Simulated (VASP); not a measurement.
Write the native input for VASP 6.6.1 that does the following.

| Property | Result |
| --- | --- |
| Task | single point |
| Functional | PBEsol |
| Potentials or basis | VASP PAW PBE potentials, release 64 (Se) |
| Cutoff | 520 eV |
| k mesh | 14 × 14 × 8 |
| Occupations | fermi-dirac, width 0.1 eV |
| Spin | no spin polarisation |
| Dipole correction | no |
| Further INCAR settings | ALGO = Normal; EDIFF = 1e-07; NBANDS = 13 |

The structure of Se lies in POSCAR:

```
Se
1.0
    2.5546558520      0.0000000000      0.0000000000
   -1.2773279260      2.2123968658      0.0000000000
    0.0000000000      0.0000000000      3.8614923103
Se
2
Direct
    0.3333333333      0.6666666667      0.2500000000
    0.6666666667      0.3333333333      0.7500000000
```

This isn't the form of Se at room conditions, which is trigonal, of chains.

One way to write it, as run:

INCAR

```
PREC = Accurate ; ENCUT = 520
EDIFF = 1E-7 ; ISMEAR = -1
SIGMA = 0.1 ; LREAL = False
LASPH = True ; NELM = 60
ALGO = Normal ; ISIF = 2
LWAVE = False ; LCHARG = False
GGA = PS ; NBANDS = 13
```

KPOINTS

```
Automatic mesh
0
Gamma
  14 14 8
```

Potentials or basis: VASP PAW PBE potentials, release 64 (Se).

Command:

```sh
$ cat potpaw_PBE.64/Se/POTCAR > POTCAR
$ mpirun -np 1 vasp_std > vasp.out
```

Results of the run:

```
Pressure               : 170.6 GPa
Band gap on the k mesh : zero (bands 6 and 7 overlap by 9.96 eV)
```

Caveat: the cell stands under pressure; the PAW data sets were made with another functional, which shifts forces and pressure a little.

Run time: 14 s on 1 thread of AMD EPYC 9R45 (Zen 5), on a shared host, peak memory 0.12 GiB.
